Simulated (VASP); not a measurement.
A run of VASP 6.6.1 is set up as follows.

File INCAR:

```
PREC = Accurate ; ENCUT = 520
EDIFF = 1E-6 ; ISMEAR = 0
SIGMA = 0.05 ; LREAL = F
LASPH = T ; NELM = 80
ALGO = Normal ; ISIF = 2
LWAVE = F ; LCHARG = F
GGA = PS ; NBANDS = 16
```

Contents of KPOINTS:

```
Automatic mesh
0
Gamma
  12 12 4
```

File POSCAR:

```
BN
1.0
    2.5036203705      0.0000000000      0.0000000000
   -1.2518101853      2.1681988423      0.0000000000
    0.0000000000      0.0000000000      6.8661788661
B N
2 2
Direct
    0.3333333333      0.6666666667      0.2500000000
    0.6666666667      0.3333333333      0.7500000000
    0.3333333333      0.6666666667      0.7500000000
    0.6666666667      0.3333333333      0.2500000000
```

Potentials or basis: VASP PAW PBE potentials, release 64 (B, N).

Run with:

```console
$ cat potpaw_PBE.64/B/POTCAR potpaw_PBE.64/N/POTCAR > POTCAR
$ mpirun -np 1 vasp_std > vasp.out
```

Q: Predict the band gap on the k mesh.

A: 4.22 eV, indirect (least direct gap 4.59 eV).

Q: Predict the pressure.

A: 0.6 GPa.

Stress tensor (GPa, compression positive):
```
0.84 0.00 0.00
0.00 0.84 0.00
0.00 0.00 0.16
```

Caveat: the PAW data sets were made with another functional, which shifts forces and pressure a little; this functional lacks dispersion, which binds the layers, so the pressure and a relaxed spacing across them are unreliable. A k mesh can miss the band edges.
